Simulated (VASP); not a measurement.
Set up this calculation in VASP 6.6.1, as the native input.

| Quantity | Value |
| --- | --- |
| Task | relaxation of cell and atoms |
| Functional | PBE |
| Potentials or basis | VASP PAW PBE potentials, release 64 (C) |
| Cutoff | 600 eV |
| k mesh | 16 × 16 × 16 |
| Occupations | fermi-dirac, width 0.03 eV |
| Spin | no spin polarisation |
| Dipole correction | no |
| Further INCAR settings | ALGO = Normal; EDIFF = 1e-06; IBRION = 2; EDIFFG = -0.005; NSW = 100; ISIF = 3 |

The structure of C lies in POSCAR:

```
C
1.0
    0.0000000000      1.7717639764      1.7717639764
    1.7717639764      0.0000000000      1.7717639764
    1.7717639764      1.7717639764      0.0000000000
C
1
Direct
    0.0000000000      0.0000000000      0.0000000000
```

These files were run (other wordings do the same):

INCAR

```
SYSTEM = C
ALGO = Normal
EDIFF = 1E-6
EDIFFG = -0.005
ENCUT = 600
GGA = PE
IBRION = 2
ISIF = 3
ISMEAR = -1
LASPH = .TRUE.
LCHARG = .FALSE.
LREAL = .FALSE.
LWAVE = .FALSE.
NELM = 60
NSW = 100
PREC = Accurate
SIGMA = 0.03
```

KPOINTS

```
k-points
0
G
  16 16 16
  0 0 0
```

Potentials or basis: VASP PAW PBE potentials, release 64 (C).

The run is started by

```sh
$ cat potpaw_PBE.64/C/POTCAR > POTCAR
$ mpirun -np 1 vasp_std > vasp.out
```

Results of the run:

```
Relaxed volume                         : 7.34 Å³/atom
Relaxed cell                           : a = 2.182 Å, b = 2.182 Å, c = 2.182 Å, α = 60.00°, β = 60.00°, γ = 60.00°
Space group after relaxing (to 0.05 Å) : Fm-3m (No. 225)
Energy gained by relaxing              : 473.8 meV/atom
Ionic steps                            : 19
Pressure after relaxing                : 0.1 GPa
Band gap on the k mesh                 : zero (band 2 reaches 15.46 eV, above the bottom of band 3 at 4.07 eV)
```

Caveat: the volume moved by over 15 % at a fixed basis, so the end points are rough.

It took 39 s on 1 thread of Intel Xeon 6975P-C, with other jobs on the host, peak memory 0.13 GiB.
